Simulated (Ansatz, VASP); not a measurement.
**One calculation of Al, two programs**

```
Al
1.0
     0.00000    2.00020    2.00020
     2.00020    0.00000    2.00020
     2.00020    2.00020    0.00000
Al
1
Direct
  0.00000 0.00000 0.00000
```

Alike in both runs: task single point; functional PBE; k mesh 18 × 18 × 18; occupations gaussian, width 0.1 eV; no spin polarisation.

```csv
,VASP,Ansatz
version,VASP 6.6.1,Ansatz 0.2.0
potentials or method,"VASP PAW PBE potentials, release 64 (Al), cutoff 500 eV","scalar-relativistic, all-electron LAPW"
```

|  | VASP | Ansatz | Ansatz less VASP |
| --- | --- | --- | --- |
| gap on the k mesh at the Fermi level (eV) | none | none | - |
| pressure (GPa) | 2.5 | 2.5 | +0.02 |

A gap of «none» marks a metal or a gap that the smearing closes. Ansatz ran all-electron here, and VASP with PAW potentials.
